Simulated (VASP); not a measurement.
**TiCo: single point with PBE**

Crystal: TiCo.

```xyz
4
Lattice="2.9861 0.0000 0.0000 0.0000 2.9861 0.0000 0.0000 0.0000 5.9722" Properties=species:S:1:pos:R:3 pbc="T T T"
Ti    0.0000    0.0000    0.0000
Ti    0.0000    0.0000    2.9861
Co    1.4931    1.4931    1.4931
Co    1.4931    1.4931    4.4792
```

```
Program             : VASP 6.6.1
Task                : single point
Functional          : PBE
Potentials or basis : VASP PAW PBE potentials, release 64 (Ti_sv, Co)
Cutoff              : 520 eV
k mesh              : 12 × 12 × 6
Occupations         : fermi-dirac, width 0.03 eV
Spin                : collinear spin, antiferromagnetic start
Starting moments    : [0.0, 0.0, 1.0, -1.0] μB
```

- Pressure: -1.3 GPa
- Band gap on the k mesh: zero (filled and empty bands overlap)
- Net moment: 0.00 μB per cell
- Site moments: Ti +0.00; Co +0.78, -0.78 μB
- Valence electrons inside the program's atomic spheres: Ti 10.28; Co 8.29

Stress tensor (GPa, compression positive):
```
-2.11  0.00  0.00
 0.00 -2.11  0.00
 0.00  0.00  0.21
```

Levels at points of the mesh, in eV from the Fermi level:
Spin up:
```
           k point  band 19  band 20  band 21  band 22  band 23  band 24
(0.00, 0.00, 0.00)    -1.33    -1.03    -0.75    -0.06     0.67     0.67
(0.50, 0.00, 0.00)    -0.91    -0.75    -0.18     0.36     0.63     0.65
(0.50, 0.50, 0.00)    -1.32    -0.97    -0.05     0.15     0.64     0.64
(0.00, 0.00, 0.50)    -1.35    -1.12    -0.01     0.39     0.58     1.14
(0.50, 0.00, 0.50)    -1.37    -1.17    -0.78     0.18     0.38     0.53
(0.50, 0.50, 0.50)    -1.06    -0.99    -0.99    -0.70    -0.05     0.24
```
Spin down:
| k point | band 19 | band 20 | band 21 | band 22 | band 23 | band 24 |
| --- | --- | --- | --- | --- | --- | --- |
| (0.00, 0.00, 0.00) | -1.33 | -1.03 | -0.75 | -0.06 | 0.67 | 0.67 |
| (0.50, 0.00, 0.00) | -0.91 | -0.75 | -0.18 | 0.36 | 0.63 | 0.65 |
| (0.50, 0.50, 0.00) | -1.32 | -0.97 | -0.05 | 0.15 | 0.64 | 0.64 |
| (0.00, 0.00, 0.50) | -1.35 | -1.12 | -0.01 | 0.39 | 0.58 | 1.14 |
| (0.50, 0.00, 0.50) | -1.37 | -1.17 | -0.78 | 0.18 | 0.38 | 0.53 |
| (0.50, 0.50, 0.50) | -1.06 | -0.99 | -0.99 | -0.70 | -0.05 | 0.24 |

Run time: 5.6 min on 1 thread of Intel(R) Xeon(R) Platinum 8259CL CPU @ 2.50GHz (Skylake/Cascade Lake) (shared host), peak memory 0.4 GiB.

Caveat: the antiferromagnetic order is the one typed at the start, and another may lie lower.
